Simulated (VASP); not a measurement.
Runs of VASP 6.6.1 on Al2Cu. The structure is that of space group Fm-3m (No. 225), or close to it. The cells are those of the table. 

| cell | gap on the mesh (eV) | pressure (GPa) |
| --- | --- | --- |
| a = 3.933 Å, angles 120.0, 120.0, 90.0°, 3 atoms | none | (b) |
| a = 3.994 Å, angles 121.0, 121.0, 88.3°, 3 atoms | none | (a) |
| a = 4.116 Å, angles 121.0, 121.0, 88.3°, 3 atoms | none | -3.0 |
| a = 3.964 Å, angles 120.5, 120.5, 89.1°, 3 atoms | none | 9.9 |
| a = 4.116 Å, angles 119.0, 119.0, 91.7°, 3 atoms | none | -5.6 |

Alike in all rows: task single point; level r2SCAN; potentials or basis VASP PAW PBE potentials, release 64 (Al, Cu); no spin polarisation; k mesh 16 × 16 × 16; cutoff (eV) 520; smearing gaussian 0.15 eV.

Task: Estimate the missing entries.

Result: (a) 7.3; (b) 11.7.

Caveats: the PAW data sets were made with another functional, which shifts forces and pressure a little; the cell stands under pressure (at least some runs); the cell stands under tension (at least some runs).

A gap of «none» marks levels without a gap at the run's occupations.
